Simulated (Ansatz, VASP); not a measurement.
## Two plane-wave programs on Cu

```
Cu
1.0
     2.48882    0.00000    0.00000
    -1.24441    2.15538    0.00000
     0.00000    0.00000    2.42589
Cu
1
Direct
  0.00000 0.00000 0.00000
```

Alike in both runs: functional PBE; k mesh 21 × 21 × 18; occupations gaussian, width 0.1 eV; no spin polarisation.

Ansatz relaxed the structure, and its values are those at the end. VASP's run is a single point on that final structure, the one shown.

```csv
,VASP,Ansatz
version,VASP 6.6.1,Ansatz 0.2.0
potentials or method,"VASP PAW PBE potentials, release 64 (Cu), cutoff 520 eV","scalar-relativistic, plane waves, PAW"
valence electrons in the cell,11,19
```

Ansatz gave:

- gap on the k mesh at the Fermi level (eV): none
- pressure (GPa): 0.0

Task: Estimate VASP's values.

Result: gap on the k mesh at the Fermi level (eV): none; pressure (GPa): 0.5.

A gap of «none» marks a metal or a gap that the smearing closes. With one functional, cell and mesh, what is left measures potentials, basis and numerics. VASP's potentials hold 11 valence electrons a cell and Ansatz's 19, so a difference there can come from the potentials and not from the codes.
